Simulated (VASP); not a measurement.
Se:

```
Se
1.0
     4.36620    0.00000    0.00000
    -2.18310    3.78124    0.00000
     0.00000    0.00000    4.95360
Se
3
Direct
  0.22540 0.00000 0.33333
  0.00000 0.22540 0.66667
  0.77460 0.77460 0.00000
```

| Item | Value |
| --- | --- |
| Program | VASP 6.6.1 |
| Task | relaxation of cell and atoms |
| Functional | PBE |
| Potentials or basis | VASP PAW PBE potentials, release 64 (Se) |
| Cutoff | 600 eV |
| k mesh | 11 × 11 × 8 |
| Occupations | fermi-dirac, width 0.05 eV |
| Spin | no spin polarisation |

At the start: pressure 2.9 GPa; volume 27.26 Å³/atom.

Task: How do energy, volume and symmetry change on relaxing?

Result: Over 15 steps the energy falls by 13.6 meV/atom and the volume is 29.81 Å³/atom (+9.4 %); space group P3_121 (No. 152, to 0.1 Å) before and after.

Step by step:
```tsv
step	energy change (eV)	largest force (eV/Å)	pressure (GPa)	volume (Å³)
1	0.0000	0.4335	2.91	81.78
2	-0.0048	0.5159	-2.12	87.77
3	-0.0350	0.0942	0.11	84.78
4	-0.0350	0.0850	0.15	84.72
5	-0.0363	0.0652	0.13	85.00
6	-0.0378	0.0064	0.09	85.80
7	-0.0383	0.0174	0.02	86.18
8	-0.0392	0.0511	-0.18	87.33
9	-0.0389	0.1148	-0.51	89.65
10	-0.0394	0.0759	-0.33	88.29
11	-0.0396	0.0724	-0.31	88.36
12	-0.0399	0.0597	-0.26	88.55
13	-0.0404	0.0347	-0.15	88.93
14	-0.0406	0.0192	0.08	89.69
15	-0.0407	0.0003	0.00	89.43
```

Final structure:
```
CELL_PARAMETERS angstrom
4.52355 0.00000 0.00000
-2.26177 3.91751 0.00000
0.00000 0.00000 5.04664
ATOMIC_POSITIONS crystal
Se 0.21900 0.00000 0.33333
Se 0.00000 0.21900 0.66667
Se 0.78100 0.78100 0.00000
```
